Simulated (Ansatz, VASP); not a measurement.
# Ge in VASP and in Ansatz

```
CELL_PARAMETERS angstrom
6.40719 0.00000 0.00000
-3.20360 5.54879 0.00000
0.00000 0.00000 3.96993
ATOMIC_POSITIONS crystal
Ge 0.61873 0.61873 0.16667
Ge 0.38127 0.00000 0.50000
Ge 0.00000 0.38127 0.83333
Ge 0.00000 0.61873 0.33333
Ge 0.38127 0.38127 0.66667
Ge 0.61873 0.00000 0.00000
```

Alike in both runs: functional PBE; k mesh 3 × 3 × 6; occupations gaussian, width 0.1 eV; no spin polarisation.

Ansatz relaxed the structure, and its values are those at the end. VASP's run is a single point on that final structure, the one shown.

|  | VASP | Ansatz |
| --- | --- | --- |
| version | VASP 6.6.1 | Ansatz 0.2.0 |
| potentials or method | VASP PAW PBE potentials, release 64 (Ge_d), cutoff 520 eV | scalar-relativistic, plane waves, PAW |
| valence electrons in the cell | 84 | 84 |

```csv
,VASP,Ansatz,Ansatz less VASP
gap on the k mesh at the Fermi level (eV),none,none,-
pressure (GPa),0.2,0.2,+0.04
rms of the force components (eV/Å),0.006,0.006,+0.0004
```

A gap of «none» marks a metal or a gap that the smearing closes. With one functional, cell and mesh, what is left measures potentials, basis and numerics.

The k mesh is coarse, so the values compare programs but aren't converged.
